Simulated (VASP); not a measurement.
**Te: electric field gradients with LDA**

The system is Te.

```
Te
1.0
     4.26967   -2.43471   -0.02794
     4.19853    2.30769   -0.09908
    -0.18981   -0.05740    3.95931
Te
3
Direct
  0.67600 0.67600 0.67500
  0.32400 0.32400 0.32500
  0.00000 0.00000 0.00000
```

This cell differs from its parent crystal: equal xy, yz and zx shear strains of -3 %.

```yaml
Program: VASP 6.6.1
Task: electric field gradients
Functional: LDA
Potentials_or_basis: VASP PAW LDA potentials, release 64 (Te)
Cutoff: 520 eV
k_mesh: 8 × 8 × 8
Occupations: fermi-dirac, width 0.05 eV
Spin: no spin polarisation
Dipole_correction: no
Further_INCAR_settings: ALGO = Normal; EDIFF = 1e-08; NBANDS = 16
```

| Quantity | Value |
| --- | --- |
| Pressure | 5.0 GPa |
| Largest force | 0.506 eV/Å |
| Band gap on the k mesh | zero (band 9 reaches 10.45 eV, above the bottom of band 10 at 7.13 eV) |

Forces in eV/Å, atoms in the order of the input:
```
Te  -0.451  0.003 -0.230
Te   0.451 -0.003  0.230
Te   0.000  0.000  0.000
```

Stress tensor (GPa, compression positive):
```
5.07 0.51 2.21
0.51 3.65 0.70
2.21 0.70 6.25
```

Levels at points of the mesh, in eV from the Fermi level:
```
           k point  band 6  band 7  band 8  band 9  band 10  band 11  band 12  band 13
(0.00, 0.00, 0.00)   -3.95   -3.83   -2.18   -1.84     1.49     2.72     3.57     5.49
(0.50, 0.00, 0.00)   -2.62   -2.62    0.12    0.24     0.32     0.91     2.80     3.27
(0.00, 0.50, 0.00)   -2.78   -2.28   -0.06    0.03     0.39     0.99     3.16     3.75
(0.50, 0.50, 0.00)   -2.71   -2.24    0.46    0.62     0.68     0.80     2.38     3.35
(0.00, 0.00, 0.50)   -2.76   -2.64   -1.92   -1.77    -1.76    -1.61    -0.89     2.67
(0.50, 0.00, 0.50)   -4.23   -3.78   -3.46    1.52     1.82     1.84     2.99     6.79
(0.00, 0.50, 0.50)   -4.48   -4.02   -3.83    1.56     1.76     2.12     3.57     6.64
(0.50, 0.50, 0.50)   -3.97   -3.75   -3.63    1.35     1.74     2.30     2.48     6.41
```

Electric field gradients, principal values (V/Å²):
| atom | least | middle | greatest (by size) |
| --- | --- | --- | --- |
| 1 Te | 112.858 | 158.744 | -271.602 |
| 2 Te | 112.858 | 158.744 | -271.602 |
| 3 Te | 51.017 | 261.531 | -312.548 |

Wall time 5.2 min on 1 thread of Oxide Virtual Turin-like Processor (shared host), peak memory 0.33 GiB.

Caveat: the cell differs from its parent crystal (equal xy, yz and zx shear strains of -3 %); without QUAD_EFG the Cq values of the log hold for a quadrupole moment of 1 mb, not for the nuclei; spin-orbit coupling is left out, which moves the levels of the heavy elements.
